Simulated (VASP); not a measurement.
# Mg9O8 (a cell with a defect) in VASP: relaxation of the atoms with LDA

Aim: the relaxation of the atoms of Mg9O8 (a cell with a defect) with LDA.

Everything below comes from runs of VASP 6.6.1. Logs are shortened: lines on timing, memory, paths and dates and some standing lists are left out, and cuts for length are marked.

### 1 The cell of the first run

The cell holds a defect, 17 atoms: a = 6.155 Å, b = 6.155 Å, c = 6.155 Å, α = 60.00°, β = 60.00°, γ = 60.00°.

### 2 Relaxation of the atoms, LDA

File INCAR:

```
SYSTEM = Mg9O8
PREC = Accurate ; ENCUT = 520
EDIFF = 1E-7 ; ISMEAR = -1
SIGMA = 0.02 ; LREAL = .False.
LASPH = .True. ; NELM = 120
ALGO = Normal ; ISIF = 2
LWAVE = .False. ; LCHARG = .False.
IBRION = 2 ; NSW = 80
EDIFFG = -0.03 ; GGA_COMPAT = .False.
NELMIN = 4
```

File KPOINTS:

```
regular mesh
0
Gamma
  3 3 3
  0 0 0
```

File POSCAR:

```
Mg9O8
1.0
    0.0000000000      4.3520000000      4.3520000000
    4.3520000000      0.0000000000      4.3520000000
    4.3520000000      4.3520000000      0.0000000000
Mg O
9 8
Direct
    0.0000000000      0.0000000000      0.0000000000
    0.0000000000      0.0000000000      0.5000000000
    0.0000000000      0.5000000000      0.0000000000
    0.0000000000      0.5000000000      0.5000000000
    0.5000000000      0.0000000000      0.0000000000
    0.5000000000      0.0000000000      0.5000000000
    0.5000000000      0.5000000000      0.0000000000
    0.5000000000      0.5000000000      0.5000000000
    0.1356940000      0.6289168000      0.6268354000
    0.2500000000      0.2500000000      0.2500000000
    0.2500000000      0.2500000000      0.7500000000
    0.2500000000      0.7500000000      0.2500000000
    0.2500000000      0.7500000000      0.7500000000
    0.7500000000      0.2500000000      0.2500000000
    0.7500000000      0.2500000000      0.7500000000
    0.7500000000      0.7500000000      0.2500000000
    0.7500000000      0.7500000000      0.7500000000
```

Potentials or basis: VASP PAW LDA potentials, release 64 (Mg, O).

On the command line:

```bash
> cat potpaw_LDA.64/Mg/POTCAR potpaw_LDA.64/O/POTCAR > POTCAR
> mpirun -np 1 vasp_std > vasp.out
```

OUTCAR:

```text
SYSTEM = Mg9O8
   PREC = Accurate
   ENCUT = 520
   EDIFF = 1E-7
   ISMEAR = -1
   LREAL = .False.
   LASPH = .True.
   NELM = 120
   ISIF = 2
   IBRION = 2
   NSW = 80
   EDIFFG = -0.03
   NELMIN = 4

 ion  position               nearest neighbor table
   1  0.000  0.000  0.000-  11 2.18  12 2.18  13 2.18  14 2.18  15 2.18  16 2.18   2 3.08   3 3.08
                             5 3.08   2 3.08   4 3.08   6 3.08   3 3.08   4 3.08   7 3.08   5 3.08
   2  0.000  0.000  0.500-   9 1.87  10 2.18  12 2.18  13 2.18  14 2.18  15 2.18  17 2.18   4 3.08
                             6 3.08   1 3.08   1 3.08   3 3.08   5 3.08   3 3.08   4 3.08   8 3.08
   3  0.000  0.500  0.000-   9 1.88  10 2.18  11 2.18  13 2.18  14 2.18  16 2.18  17 2.18   4 3.08
                             7 3.08   1 3.08   2 3.08   4 3.08   8 3.08   1 3.08   2 3.08   5 3.08
   4  0.000  0.500  0.500-   9 1.97  10 2.18  11 2.18  12 2.18  15 2.18  16 2.18  17 2.18   3 3.08
                             8 3.08   2 3.08   1 3.08   3 3.08   7 3.08   1 3.08   2 3.08   6 3.08
   5  0.500  0.000  0.000-  10 2.18  11 2.18  12 2.18  15 2.18  16 2.18  17 2.18   1 3.08   6 3.08
                             7 3.08   2 3.08   6 3.08   8 3.08   3 3.08   7 3.08   8 3.08   1 3.08
   6  0.500  0.000  0.500-  10 2.18  11 2.18  13 2.18  14 2.18  16 2.18  17 2.18   2 3.08   5 3.08
                             8 3.08   1 3.08   5 3.08   7 3.08   4 3.08   7 3.08   8 3.08   1 3.08
   7  0.500  0.500  0.000-  10 2.18  12 2.18  13 2.18  14 2.18  15 2.18  17 2.18   3 3.08   5 3.08
                             8 3.08   4 3.08   6 3.08   8 3.08   1 3.08   5 3.08   6 3.08   1 3.08
   8  0.500  0.500  0.500-   9 1.83  11 2.18  12 2.18  13 2.18  14 2.18  15 2.18  16 2.18   6 3.08
                             7 3.08   4 3.08   3 3.08   5 3.08   7 3.08   2 3.08   5 3.08   6 3.08
   9  0.136  0.629  0.627-  13 1.80   8 1.83   2 1.87   3 1.88  12 1.90  11 1.91  17 1.94   4 1.97
                             6 3.53   7 3.53   1 3.55   5 3.58   5 3.59   5 3.62   7 3.63   6 3.63
  10  0.250  0.250  0.250-   2 2.18   3 2.18   4 2.18   5 2.18   6 2.18   7 2.18
  11  0.250  0.250  0.750-   9 1.91   3 2.18   4 2.18   5 2.18   6 2.18   8 2.18   1 2.18
  12  0.250  0.750  0.250-   9 1.90   2 2.18   4 2.18   5 2.18   7 2.18   8 2.18   1 2.18
  13  0.250  0.750  0.750-   9 1.80   2 2.18   3 2.18   6 2.18   7 2.18   8 2.18   1 2.18
  14  0.750  0.250  0.250-   1 2.18   2 2.18   3 2.18   6 2.18   7 2.18   8 2.18
  15  0.750  0.250  0.750-   1 2.18   2 2.18   4 2.18   5 2.18   7 2.18   8 2.18
  16  0.750  0.750  0.250-   1 2.18   3 2.18   4 2.18   5 2.18   6 2.18   8 2.18
  17  0.750  0.750  0.750-   9 1.94   3 2.18   4 2.18   5 2.18   6 2.18   7 2.18   2 2.18

  LATTYP: Found a face centered cubic cell.
 ALAT       =     8.7040000000

  Lattice vectors:

 A1 = (   0.0000000000,   4.3520000000,   4.3520000000)
 A2 = (   4.3520000000,   0.0000000000,   4.3520000000)
 A3 = (   4.3520000000,   4.3520000000,   0.0000000000)

Analysis of symmetry for initial positions (statically):
=====================================================================
 Subroutine PRICEL returns:
 Original cell was already a primitive cell.

 Routine SETGRP: Setting up the symmetry group for a
 face centered cubic supercell.

 Subroutine GETGRP returns: Found  1 space group operations
 (whereof  1 operations were pure point group operations)
 out of a pool of 48 trial point group operations.

The static configuration has the point symmetry C_1 .

Analysis of symmetry for dynamics (positions and initial velocities):
=====================================================================
 Subroutine PRICEL returns:
 Original cell was already a primitive cell.

 Routine SETGRP: Setting up the symmetry group for a
 face centered cubic supercell.

 Subroutine GETGRP returns: Found  1 space group operations
 (whereof  1 operations were pure point group operations)
 out of a pool of 48 trial point group operations.

The dynamic configuration has the point symmetry C_1 .

 Subroutine INISYM returns: Found  1 space group operations
 (whereof  1 operations are pure point group operations),
 and found     1 'primitive' translations

----------------------------------------------------------------------------------------

                                     Primitive cell

  volume of cell :     164.8529

  direct lattice vectors                    reciprocal lattice vectors
     0.000000000  4.352000000  4.352000000    -0.114889706  0.114889706  0.114889706
     4.352000000  0.000000000  4.352000000     0.114889706 -0.114889706  0.114889706
     4.352000000  4.352000000  0.000000000     0.114889706  0.114889706 -0.114889706

  length of vectors
     6.154657423  6.154657423  6.154657423     0.198994808  0.198994808  0.198994808

  position of ions in fractional coordinates (direct lattice)
     0.000000000  0.000000000  0.000000000
     0.000000000  0.000000000  0.500000000
[... 52 lines left out ...]
     0.066331603  0.066331603  0.066331603

  Shift w.r.t. Gamma in fractional coordinates (k-lattice)
     0.000000000  0.000000000  0.000000000

 Subroutine IBZKPT returns following result:
 ===========================================

 Found     14 irreducible k-points:

 Following reciprocal coordinates:
            Coordinates               Weight
  0.000000  0.000000  0.000000      1.000000
  0.333333  0.000000  0.000000      2.000000
  0.000000  0.333333  0.000000      2.000000
  0.000000  0.000000  0.333333      2.000000
  0.333333  0.333333  0.333333      2.000000
  0.333333  0.333333  0.000000      2.000000
  0.000000  0.333333  0.333333      2.000000
  0.333333  0.000000  0.333333      2.000000
 -0.333333  0.333333  0.000000      2.000000
  0.000000 -0.333333  0.333333      2.000000
  0.333333  0.000000 -0.333333      2.000000
  0.333333  0.333333 -0.333333      2.000000
 -0.333333  0.333333 -0.333333      2.000000
  0.333333 -0.333333 -0.333333      2.000000
   k-points           NKPTS =     14   k-points in BZ     NKDIM =     14   number of bands    NBANDS=     42
   number of dos      NEDOS =    301   number of ions     NIONS =     17
   total plane-waves  NPLWV = 110592
   dimension x,y,z NGX =    48 NGY =   48 NGZ =   48
   dimension x,y,z NGXF=    96 NGYF=   96 NGZF=   96
   ions per type =               9   8
   NGX,Y,Z   is equivalent  to a cutoff of  12.97, 12.97, 12.97 a.u.
   NGXF,Y,Z  is equivalent  to a cutoff of  25.93, 25.93, 25.93 a.u.
 SYSTEM =  Mg9O8
   PREC   = accura    normal or accurate (medium, high low for compatibility)
   ISTART =      0    job   : 0-new  1-cont  2-samecut
   ICHARG =      2    charge: 1-file 2-atom 10-const
   ISPIN  =      1    spin polarized calculation?
   LNONCOLLINEAR =      F non collinear calculations
   LSORBIT =      F    spin-orbit coupling
   LASPH  =      T    aspherical Exc in radial PAW
   ENCUT  =  520.0 eV  38.22 Ry    6.18 a.u.  11.44 11.44 11.44*2*pi/ulx,y,z
   NELM   =    120;   NELMIN=  4; NELMDL= -5     # of ELM steps
   EDIFF  = 0.1E-06   stopping-criterion for ELM
   LREAL  =      F    real-space projection
   EDIFFG = -.3E-01   stopping-criterion for IOM
   NSW    =     80    number of steps for IOM
   IBRION =      2    ionic relax: 0-MD 1-quasi-New 2-CG
   NFREE  =      1    steps in history (QN), initial steepest desc. (CG)
   ISIF   =      2    stress and relaxation
   ISYM   =      2    0-nonsym 1-usesym 2-fastsym
   POTIM  = 0.5000    time-step for ionic-motion
   TEBEG  =    0.0;   TEEND  =   0.0 temperature during run
   PSTRESS=    0.0 pullay stress
   NELECT =      66.0000    total number of electrons
   NUPDOWN=      -1.0000    fix difference up-down
   EMIN   =  10.00;   EMAX   =-10.00  energy-range for DOS
   EFERMI =   0.00;   METHOD = LEGACY
   ISMEAR =    -1;   SIGMA  =   0.02  broadening in eV -4-tet -1-fermi 0-gaus
   EFERMI_NEDOS =   21; number of points for ismear=-14 and -15
   IALGO  =     38    algorithm
   IMIX   =      4    mixing-type and parameters
     AMIX     =   0.40;   BMIX     =  1.00
     AMIX_MAG =   1.60;   BMIX_MAG =  1.00
  volume/ion in A,a.u.               =       9.70        65.44
  Fermi-wavevector in a.u.,A,eV,Ry     =   1.206583  2.280112 19.807945  1.455843
  Thomas-Fermi vector in A             =   2.342246
   LORBIT       =      0    0 simple, 1 ext, 2 COOP (PROOUT), +10 PAW based schemes
   GGA     = CA    functional components
   LHFCALC =     F    Hartree Fock is set to
   AEXX    =    0.0000 exact exchange contribution
   IVDW    =     0    specifies the selected vdW correction
   LEPSILON=     F    determine dielectric tensor
   LRPA    =     F    only Hartree local field effects (RPA)
 conjugate gradient relaxation of ions
 non-spin polarized calculation
  energy-cutoff  :      520.00
  volume of cell :      164.85
 maximum number of plane-waves:      4477
 NGX is ok and might be reduce to    48
   NGX = 23   NGY = 23   NGZ = 23

--------------------------------------- Ionic step        1  -------------------------------------------

 number of electron      65.9999962 magnetization

 Free energy of the ion-electron system (eV)
  ---------------------------------------------------
  ext. energy  EPLUGINS =         0.00000000
  ---------------------------------------------------
  free energy    TOTEN  =       -92.05422563 eV

  energy without entropy =      -92.05361381  energy(sigma->0) =      -92.05391972

------------------------ aborting loop because EDIFF is reached ----------------------------------------

  FORCE on cell =-STRESS in cart. coord.  units (eV):
  Direction    XX          YY          ZZ          XY          YZ          ZX
  --------------------------------------------------------------------------------------
  -------------------------------------------------------------------------------------
  Total       14.9912549     14.8433217     14.7767276     -1.0531244     -0.2454311     -0.8763157
  in kB      145.6974383    144.2597009    143.6124840    -10.2351358     -2.3853033     -8.5167617
  external PRESSURE =     144.5232077 kB  Pullay stress =       0.0000000 kB
[... 134 lines left out ...]
  FREE ENERGIE OF THE ION-ELECTRON SYSTEM (eV)
  ---------------------------------------------------
  free  energy   TOTEN  =       -97.5970051868 eV

  energy  without entropy=      -97.5886294802  energy(sigma->0) =      -97.59281733

[... ionic steps 4 to 12 ...]

--------------------------------------- Ionic step       13  -------------------------------------------

 number of electron      66.0000008 magnetization

------------------------ aborting loop because EDIFF is reached ----------------------------------------
[... 97 lines left out ...]
--------------------------------------- Ionic step       15  -------------------------------------------

 number of electron      66.0000007 magnetization

 Free energy of the ion-electron system (eV)
  ---------------------------------------------------
  ext. energy  EPLUGINS =         0.00000000
  ---------------------------------------------------
  free energy    TOTEN  =       -97.75460144 eV

  energy without entropy =      -97.74682294  energy(sigma->0) =      -97.75071219

 E-fermi :   8.7380     XC(G=0): -11.4396

 val. band max:        8.7087360193   @ k =  -0.3333   0.3333   0.0000
 cond. band min:       8.7887881350   @ k =   0.3333   0.0000   0.0000
 fundamental gap:      0.0800521157
 Fermi energy:         8.7379767937

 k-point     1 :       0.0000    0.0000    0.0000
  band No.  band energies     occupation
      1     -13.9908      2.00000
      2     -12.8923      2.00000
      3     -12.8616      2.00000
      4     -12.8551      2.00000
      5     -12.8504      2.00000
      6     -12.6263      2.00000
[... 663 lines left out ...]
  FREE ENERGIE OF THE ION-ELECTRON SYSTEM (eV)
  ---------------------------------------------------
  free  energy   TOTEN  =       -97.7546014426 eV

  energy  without entropy=      -97.7468229384  energy(sigma->0) =      -97.75071219

 reached required accuracy - stopping structural energy minimisation
```

It took 35 min on 1 thread of Oxide Virtual Turin-like, shared host; peak memory 0.26 GiB.

Results:

| Property | Result |
| --- | --- |
| Free energy | -97.7546 eV |
| Energy gained by relaxing | 335.3 meV/atom |
| Ionic steps | 15 |
| Pressure after relaxing | 10.7 GPa |
| Largest force after relaxing | 0.017 eV/Å |
| Band gap on the k mesh | zero (bands 33 and 34 overlap by 0.09 eV) |

Forces in eV/Å, atoms in the order of the input:
```
Mg   0.004  0.000  0.000
Mg   0.002  0.002  0.004
Mg   0.002  0.004  0.002
Mg  -0.011 -0.009 -0.009
Mg  -0.001 -0.003 -0.003
Mg   0.003  0.001  0.001
Mg   0.003  0.001  0.001
Mg  -0.003  0.007  0.008
Mg  -0.008  0.007  0.009
O   -0.006 -0.002 -0.002
O    0.003  0.004 -0.009
O    0.001 -0.009  0.004
O    0.007 -0.004 -0.005
O    0.004  0.003  0.003
O   -0.001 -0.001 -0.007
O    0.000 -0.007 -0.002
O    0.001  0.007  0.006
```

The path:
| step | energy change (eV) | largest force (eV/Å) | pressure (GPa) |
| --- | --- | --- | --- |
| 1 | 0.0000 | 9.8993 | 14.45 |
| 2 | -4.5371 | 4.6461 | 15.52 |
| 3 | -5.5428 | 0.9035 | 12.36 |
| 4 | -5.5430 | 0.8486 | 12.45 |
| 5 | -5.6426 | 0.5228 | 11.86 |
| 6 | -5.6435 | 0.6616 | 11.81 |
| 7 | -5.6805 | 0.1753 | 11.21 |
| 8 | -5.6809 | 0.1783 | 11.14 |
| 9 | -5.6870 | 0.1141 | 11.09 |
| 10 | -5.6891 | 0.2088 | 11.05 |
| 11 | -5.6931 | 0.1578 | 10.97 |
| 12 | -5.6985 | 0.1425 | 10.77 |
| 13 | -5.7000 | 0.0530 | 10.73 |
| 14 | -5.7002 | 0.0601 | 10.70 |
| 15 | -5.7004 | 0.0166 | 10.72 |

Final structure:
```xyz
17
Lattice="0.0000 4.3520 4.3520 4.3520 0.0000 4.3520 4.3520 4.3520 0.0000" Properties=species:S:1:pos:R:3 pbc="T T T"
Mg    0.0087    4.3435    4.3434
Mg    2.3730    6.3324    4.5498
Mg    2.3706    4.5473    6.3350
Mg    4.1741    6.3509    6.3512
Mg    0.0098    2.1853    2.1852
Mg    2.1675    4.3432    2.1842
Mg    2.1676    2.1843    4.3432
Mg    4.1469    4.5581    4.5583
Mg    5.4478    3.2875    3.2919
O     2.1288    2.2280    2.2288
O     4.3417    4.3484    2.1536
O     4.3377    2.1520    4.3497
O     6.5655    4.3791    4.3764
O     2.1208    4.2995    4.3002
O     4.4045    6.5834    4.3049
O     4.4038    4.3048    6.5835
O     6.5203    6.5226    6.5202
```

Levels at points of the mesh, in eV from the Fermi level:
```tsv
k point	band 29	band 30	band 31	band 32	band 33	band 34	band 35	band 36	band 37	band 38
(0.00, 0.00, 0.00)	-6.58	-6.25	-6.24	-6.23	-2.69	-0.11	0.68	0.69	0.71	1.38
```

Caveat: the k points lie up to 0.42 Å⁻¹ apart.

The gap in the log of VASP goes by the Fermi energy; the results here count the filled bands.